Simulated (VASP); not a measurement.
Wanted: the native input for a VASP 6.6.1 run.

```
Task                   : relaxation of cell and atoms
Functional             : PBEsol
Potentials or basis    : VASP PAW PBE potentials, release 64 (Se)
Cutoff                 : 500 eV
k mesh                 : 6 × 6 × 6
Occupations            : gaussian, width 0.01 eV
Spin                   : no spin polarisation
Target pressure        : 7 GPa
Dipole correction      : no
Further INCAR settings : ALGO = Normal; EDIFF = 1e-07; IBRION = 2; EDIFFG = -0.002; NSW = 100; ISIF = 3
```

The structure of Se lies in POSCAR:

```
Se
1.0
    4.0376719903      0.0000000000      0.0000000000
   -2.0188359952      3.4967265158      0.0000000000
    0.0000000000      0.0000000000      5.1227042719
Se
3
Direct
    0.2487243637      0.0000000000      0.3333333333
    0.0000000000      0.2487243637      0.6666666667
    0.7512756363      0.7512756363      0.0000000000
```

These files were run (other wordings do the same):

INCAR

```
SYSTEM = Se
PREC     = Accurate       ! precision mode
ENCUT    = 500            ! plane-wave cutoff, eV
EDIFF    = 1E-7           ! SCF threshold, eV
ISMEAR   = 0              ! smearing method
SIGMA    = 0.01           ! smearing width, eV
LREAL    = .FALSE.        ! projectors in reciprocal space
LASPH    = .TRUE.         ! aspherical terms in the spheres
NELM     = 120            ! most SCF steps
ALGO     = Normal         ! electronic algorithm
ISIF     = 3              ! what is computed and relaxed
LWAVE    = .FALSE.        ! write WAVECAR
LCHARG   = .FALSE.        ! write CHGCAR
GGA      = PS             ! functional
IBRION   = 2              ! ionic algorithm
NSW      = 100            ! ionic steps
EDIFFG   = -0.002         ! ionic threshold
PSTRESS  = 70.0         
GGA_COMPAT= .FALSE.      
NELMIN   = 4
```

KPOINTS

```
Automatic mesh
0
G
  6 6 6
  0 0 0
```

Potentials or basis: VASP PAW PBE potentials, release 64 (Se).

Launch:

```console
$ cat potpaw_PBE.64/Se/POTCAR > POTCAR
$ mpirun -np 1 vasp_std > vasp.out
```

It gave:

The relaxed volume is 20.63 Å³/atom and the relaxed cell is a = 3.719 Å, b = 3.719 Å, c = 5.166 Å, α = 90.00°, β = 90.00°, γ = 120.00°. The space group after relaxing (to 0.1 Å) is P3_121 (No. 152). The energy change on relaxing (the run minimises the enthalpy) is +60.5 meV/atom, the ionic steps are 14 and the pressure after relaxing is 7.0 GPa. The band gap on the k mesh is zero (filled and empty bands touch).

Caveat: the cell is relaxed towards a set pressure, so the run minimises the enthalpy, not the energy; the PAW data sets were made with another functional, which shifts forces and pressure a little.

Run time: 2.8 min on 1 thread of AMD EPYC 7R13 Processor (Zen 3), with other jobs on the host, peak memory 0.17 GiB.
